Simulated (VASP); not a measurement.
Input of a VASP 6.6.1 run:

INCAR

```
SYSTEM = K
ALGO = Fast ; EDIFF = 1E-7
ENCUT = 520 ; GGA = PE
ISIF = 2 ; ISMEAR = 0
LASPH = .TRUE. ; LCHARG = .FALSE.
LREAL = .FALSE. ; LWAVE = .FALSE.
NBANDS = 20 ; NELM = 80
PREC = Accurate ; SIGMA = 0.1
```

Contents of KPOINTS:

```
k-points
0
G
  4 4 4
  0 0 0
```

File POSCAR:

```
K
1.0
    0.0000000000      5.0143525977      5.0143525977
    5.0143525977      0.0000000000      5.0143525977
    5.0143525977      5.0143525977      0.0000000000
K
3
Direct
    0.2500000000      0.2500000000      0.2500000000
    0.7500000000      0.7500000000      0.7500000000
    0.5000000000      0.5000000000      0.5000000000
```

Potentials or basis: VASP PAW PBE potentials, release 64 (K_sv).

Run with:

```sh
$ cat potpaw_PBE.64/K_sv/POTCAR > POTCAR
$ mpirun -np 1 vasp_std > vasp.out
```

**Question.** Estimate the pressure.

**Answer.** 0.2 GPa.
